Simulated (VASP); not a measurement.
A run of VASP 6.6.1 is set up as follows.

File POSCAR:

```
Be2C
1.0
    0.0000000000      2.1010674938      2.1010674938
    2.1010674938      0.0000000000      2.1010674938
    2.1010674938      2.1010674938      0.0000000000
Be C
2 1
Direct
    0.2500000000      0.2500000000      0.2500000000
    0.7500000000      0.7500000000      0.7500000000
    0.0000000000      0.0000000000      0.0000000000
```

The input INCAR.step1:

```
SYSTEM = Be2C
ALGO = Normal
EDIFF = 1E-5
ENCUT = 660
GGA = PE
GGA_COMPAT = .FALSE.
ISMEAR = 0
LASPH = .TRUE.
LCHARG = .FALSE.
LREAL = .FALSE.
LWAVE = .TRUE.
NBANDS = 11
NELM = 120
PREC = Accurate
SIGMA = 0.01
```

Contents of INCAR.step2:

```
SYSTEM = Be2C
ALGO = Normal
EDIFF = 1E-6
ENCUT = 660
GGA_COMPAT = .FALSE.
ISIF = 2
ISMEAR = 0
ISTART = 1
LASPH = .TRUE.
LCHARG = .FALSE.
LMIXTAU = .TRUE.
LREAL = .FALSE.
LWAVE = .FALSE.
METAGGA = R2SCAN
NBANDS = 11
NELM = 120
PREC = Accurate
SIGMA = 0.01
```

File KPOINTS:

```
k-points
0
G
  8 8 8
  0 0 0
```

Potentials or basis: VASP PAW PBE potentials, release 64 (Be, C).

The run is started by

```bash
$ cat potpaw_PBE.64/Be/POTCAR potpaw_PBE.64/C/POTCAR > POTCAR
$ cp INCAR.step1 INCAR
$ mpirun -np 1 vasp_std > vasp.out
$ cp INCAR.step2 INCAR
$ mpirun -np 1 vasp_std > vasp.out
```

(1) Estimate the band gap on the k mesh.

(2) Estimate the pressure.

Answers

(1) 1.57 eV (least direct gap 4.80 eV).

(2) 20.8 GPa.

Caveat: the cell stands under pressure; the PAW data sets were made with another functional, which shifts forces and pressure a little.
